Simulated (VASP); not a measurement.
# Mn (P6_3/mmc) in VASP: notebook, part 2 of 2

VASP 6.6.1. The steps go on from the part before.

**4. Single point, r2SCAN**

Input file POSCAR:

```
Mn
1.0
    3.6671850086      0.0000000000      0.0000000000
   -1.8335925043      3.1758753778      0.0000000000
    0.0000000000      0.0000000000      4.2908661412
Mn
4
Direct
    0.0000000000      0.0000000000      0.2500000000
    0.0000000000      0.0000000000      0.7500000000
    0.3333333333      0.6666666667      0.7500000000
    0.6666666667      0.3333333333      0.2500000000
```

Input file INCAR.step1:

```
PREC     = Accurate       # precision mode
ENCUT    = 660            # plane-wave cutoff, eV
ISMEAR   = 0              # smearing method
SIGMA    = 0.1            # smearing width, eV
LREAL    = False          # projectors in reciprocal space
LASPH    = True           # aspherical terms in the spheres
NELM     = 120            # most SCF steps
NBANDS   = 38             # bands
GGA      = PE             # functional
ALGO     = Normal         # electronic algorithm
EDIFF    = 1E-5           # SCF threshold, eV
LWAVE    = True           # write WAVECAR
LCHARG   = False          # write CHGCAR
GGA_COMPAT= False
```

Input file INCAR.step2:

```
PREC     = Accurate       # precision mode
ENCUT    = 660            # plane-wave cutoff, eV
EDIFF    = 1E-6           # SCF threshold, eV
ISMEAR   = 0              # smearing method
SIGMA    = 0.1            # smearing width, eV
LREAL    = False          # projectors in reciprocal space
LASPH    = True           # aspherical terms in the spheres
NELM     = 120            # most SCF steps
ALGO     = Normal         # electronic algorithm
ISIF     = 2              # what is computed and relaxed
LWAVE    = False          # write WAVECAR
LCHARG   = False          # write CHGCAR
METAGGA  = R2SCAN         # meta-GGA
LMIXTAU  = True         
NBANDS   = 38             # bands
ISTART   = 1            
GGA_COMPAT= False
```

Input file KPOINTS:

```
regular mesh
0
Gamma
  15 15 12
```

Potentials or basis: VASP PAW PBE potentials, release 64 (Mn_sv).

Command:

```bash
$ cat potpaw_PBE.64/Mn_sv/POTCAR > POTCAR
$ cp INCAR.step1 INCAR
$ mpirun -np 1 vasp_std > vasp.out
$ cp INCAR.step2 INCAR
$ mpirun -np 1 vasp_std > vasp.out
```

Wall time 24 min (1 thread of AMD EPYC 9R45 (Zen 5), shared host); peak memory 0.43 GiB.

The run converged. Its results:

```yaml
Free_energy: -54.1835 eV
Pressure: -1.5 GPa
Band_gap_on_the_k_mesh: zero (bands 30 and 31 overlap by 1.19 eV)
```

Stress tensor (GPa, compression positive):
```
-1.40  0.00  0.00
 0.00 -1.40  0.00
 0.00  0.00 -1.75
```

Levels at points of the mesh, in eV from the Fermi level:
```tsv
k point	band 28	band 29	band 30	band 31	band 32	band 33
(0.00, 0.00, 0.00)	-1.07	-1.07	-0.75	-0.75	-0.25	-0.24
(0.00, 0.00, 0.50)	-1.65	-0.59	-0.59	-0.59	-0.59	0.26
```

Caveat: the PAW data sets were made with another functional, which shifts forces and pressure a little; the run has no spin polarisation, though such a crystal can be magnetic. Spin polarisation is off, so any magnetic state and its effect on volume and gap are missing.

**5. Relaxation of cell and atoms, r2SCAN, collinear spin, ferromagnetic start**

This run uses another cell than the first one, of 13.93 Å³/atom.

Input file POSCAR:

```
Mn
1.0
    2.7123478499      0.0000000000      0.0000000000
   -1.3561739249      2.3489621419      0.0000000000
    0.0000000000      0.0000000000      8.7478571597
Mn
4
Direct
    0.0000000000      0.0000000000      0.0000000000
    0.0000000000      0.0000000000      0.5000000000
    0.3333333333      0.6666666667      0.7500000000
    0.6666666667      0.3333333333      0.2500000000
```

Input file INCAR.step1:

```
  PREC = Accurate
  ENCUT = 600
  ISMEAR = 0
  SIGMA = 0.1
  LREAL = F
  LASPH = T
  NELM = 150
  ISPIN = 2
  MAGMOM = 3.95 3.95 3.93 3.93
  LMAXMIX = 4
  GGA = PE
  ALGO = Normal
  EDIFF = 1E-4
  LWAVE = T
  LCHARG = F
```

Input file INCAR.step2:

```
  PREC = Accurate
  ENCUT = 600
  EDIFF = 1E-6
  ISMEAR = 0
  SIGMA = 0.1
  LREAL = F
  LASPH = T
  NELM = 150
  ALGO = Normal
  ISIF = 3
  LWAVE = F
  LCHARG = F
  ISPIN = 2
  MAGMOM = 3.95 3.95 3.93 3.93
  LORBIT = 11
  LMAXMIX = 4
  METAGGA = R2SCAN
  LMIXTAU = T
  IBRION = 2
  NSW = 90
  EDIFFG = -0.04
  ISTART = 1
```

Input file KPOINTS:

```
regular mesh
0
Gamma
  9 9 2
```

Potentials or basis: VASP PAW PBE potentials, release 64 (Mn_pv).

Command:

```bash
$ cat potpaw_PBE.64/Mn_pv/POTCAR > POTCAR
$ cp INCAR.step1 INCAR
$ mpirun -np 1 vasp_std > vasp.out
$ cp INCAR.step2 INCAR
$ mpirun -np 1 vasp_std > vasp.out
```

Run time: 77 min. Hardware: 1 thread of Oxide Virtual Turin-like, shared host; peak memory 0.27 GiB.

It converged, with:

- Free energy: -58.4352 eV
- Relaxed volume: 15.52 Å³/atom
- Relaxed cell: a = 2.821 Å, b = 2.821 Å, c = 9.012 Å, α = 90.00°, β = 90.00°, γ = 120.00°
- Space group after relaxing (to 0.1 Å): P6_3/mmc (No. 194)
- Energy gained by relaxing: 50.8 meV/atom
- Ionic steps: 7
- Pressure after relaxing: 0.0 GPa
- Net moment: 15.35 μB per cell
- Site moments: Mn +3.78, +3.77 (each value once) μB
- Valence electrons inside the program's atomic spheres: Mn 11.52

The path:
```csv
step,energy change (eV),largest force (eV/Å),pressure (GPa),volume (Å³)
1,0.0000,0.0000,9.28,55.73
2,-0.1936,0.0000,-0.75,62.50
3,-0.1954,0.0000,0.14,61.96
4,-0.2024,0.0000,-0.43,62.35
5,-0.2025,0.0000,-0.53,62.41
6,-0.2030,0.0000,0.31,61.96
7,-0.2031,0.0000,0.03,62.10
```

Final structure:
```yaml
crystal:
  lattice:
    - [2.82072, 0.00000, 0.00000]
    - [-1.41036, 2.44281, 0.00000]
    - [0.00000, 0.00000, 9.01235]
  atoms:
    - { symbol: Mn, position: [0.00000, 0.00000, 0.00000] }
    - { symbol: Mn, position: [0.00000, 0.00000, 0.50000] }
    - { symbol: Mn, position: [0.33333, 0.66667, 0.75000] }
    - { symbol: Mn, position: [0.66667, 0.33333, 0.25000] }
```

Levels at points of the mesh, in eV from the Fermi level:
Spin up:
```
           k point  band 31  band 32  band 33  band 34  band 35  band 36  band 37  band 38
(0.00, 0.00, 0.00)    -1.74    -1.50    -1.50    -1.15    -1.15    -0.39     4.54    12.02
(0.00, 0.00, 0.50)    -1.87    -1.87    -1.31    -1.31    -1.31    -1.31     7.23     7.23
```
Spin down:
| k point | band 15 | band 16 | band 17 | band 18 | band 19 | band 20 | band 21 | band 22 |
| --- | --- | --- | --- | --- | --- | --- | --- | --- |
| (0.00, 0.00, 0.00) | -5.62 | -2.11 | -0.30 | 1.09 | 1.10 | 1.86 | 1.86 | 1.90 |
| (0.00, 0.00, 0.50) | -3.54 | -3.54 | 0.30 | 0.30 | 1.80 | 1.80 | 1.96 | 1.96 |

Caveat: the PAW data sets were made with another functional, which shifts forces and pressure a little.

**6. Overview**

| task | potentials or basis | spin | cell | k mesh | cutoff (eV) | gap on the mesh (eV) | pressure (GPa) | relaxed volume (Å³/atom) |
| --- | --- | --- | --- | --- | --- | --- | --- | --- |
| single point | VASP PAW PBE potentials, release 64 (Mn_pv) | off | a = 3.673, b = 3.673, c = 4.279 Å, angles 90.0, 90.0, 120.0°, 4 atoms, atomic positions A | 6 × 6 × 4 | 520 | none | 1.0 | - |
| relaxation of cell and atoms | VASP PAW PBE potentials, release 64 (Mn_pv) | off | relaxed from a = 3.657, b = 3.657, c = 4.345 Å, angles 90.0, 90.0, 120.0°, 4 atoms, atomic positions A | 6 × 6 × 4 | 600 | none | -0.2 | 12.56 |
| single point | VASP PAW PBE potentials, release 64 (Mn_sv) | off | a = 3.667, b = 3.667, c = 4.291 Å, angles 90.0, 90.0, 120.0°, 4 atoms, atomic positions A | 15 × 15 × 12 | 660 | none | -1.5 | - |
| relaxation of cell and atoms | VASP PAW PBE potentials, release 64 (Mn_pv) | collinear, ferromagnetic start | relaxed from a = 2.712, b = 2.712, c = 8.748 Å, angles 90.0, 90.0, 120.0°, 4 atoms, atomic positions B | 9 × 9 × 2 | 600 | none | 0.0 | 15.52 |

Alike in all rows: level r2SCAN; smearing gaussian 0.1 eV.

Caveats: some runs use coarse meshes; the PAW data sets were made with another functional, which shifts forces and pressure a little.

Absolute energies hang on the potentials; compare differences alone.
